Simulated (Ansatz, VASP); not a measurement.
## One calculation of ZrB, two programs

```
Zr B
1.0
     0.00000    2.45632    2.45632
     2.45632    0.00000    2.45632
     2.45632    2.45632    0.00000
Zr B
1 1
Direct
  0.50000 0.50000 0.50000
  0.00000 0.00000 0.00000
```

Alike in both runs: task single point; functional PBE; k mesh 12 × 12 × 12; no spin polarisation.

|  | VASP | Ansatz |
| --- | --- | --- |
| version | VASP 6.6.1 | Ansatz 0.2.0 |
| potentials or method | VASP PAW PBE potentials, release 64 (Zr_sv, B), cutoff 520 eV | plane waves, PAW |
| occupations | methfessel-paxton of order 1, width 0.1 eV | cold |
| valence electrons in the cell | 15 | 15 |

Ansatz gave:

| Property | Result |
| --- | --- |
| pressure (GPa) | -0.8 |

Task: What did VASP give for the same quantities?

Result: Pressure (GPa): -0.7.

Ansatz's warnings: stress scf threshold loose.
